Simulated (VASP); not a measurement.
Here is a VASP 6.6.1 calculation.

The input INCAR:

```
PREC     = Accurate       # precision mode
ENCUT    = 520            # plane-wave cutoff, eV
EDIFF    = 1E-6           # SCF threshold, eV
ISMEAR   = 0              # smearing method
SIGMA    = 0.05           # smearing width, eV
LREAL    = False          # projectors in reciprocal space
LASPH    = True           # aspherical terms in the spheres
NELM     = 60             # most SCF steps
ALGO     = Normal         # electronic algorithm
ISIF     = 2              # what is computed and relaxed
LWAVE    = False          # write WAVECAR
LCHARG   = False          # write CHGCAR
GGA      = PE             # functional
NBANDS   = 36             # bands
```

Contents of KPOINTS:

```
regular mesh
0
Gamma
  12 12 2
```

The input POSCAR:

```
SiC
1.0
    3.1466230537      0.0000000000      0.0000000000
   -1.5733115268      2.7250555006      0.0000000000
    0.0000000000      0.0000000000     15.4399284710
Si C
6 6
Direct
    0.0000000000      0.0000000000      0.1250424503
    0.0000000000      0.0000000000      0.6250374675
    0.3333333333      0.6666666667      0.2919122018
    0.6666666667      0.3333333333      0.7917223860
    0.3333333333      0.6666666667      0.9583927143
    0.6666666667      0.3333333333      0.4582264355
    0.0000000000      0.0000000000      0.9957901969
    0.0000000000      0.0000000000      0.5035866889
    0.3333333333      0.6666666667      0.1704670362
    0.6666666667      0.3333333333      0.6631920368
    0.3333333333      0.6666666667      0.8370720018
    0.6666666667      0.3333333333      0.3295583838
```

Potentials or basis: VASP PAW PBE potentials, release 64 (Si, C).

Command:

```console
$ cat potpaw_PBE.64/Si/POTCAR potpaw_PBE.64/C/POTCAR > POTCAR
$ mpirun -np 1 vasp_std > vasp.out
```

(1) What does it give for the band gap on the k mesh?

(2) What does it give for the pressure?

(3) Estimate the largest force.

## Answers

(1) 1.99 eV (least direct gap 3.07 eV).

(2) -9.1 GPa.

(3) 1.698 eV/Å.

Caveat: the cell differs from its parent crystal (atoms displaced along a vibrational mode, the cell strained); the cell stands under tension; forces of over 1 eV/Å act on the atoms, so gaps and moduli don't describe the material at rest.
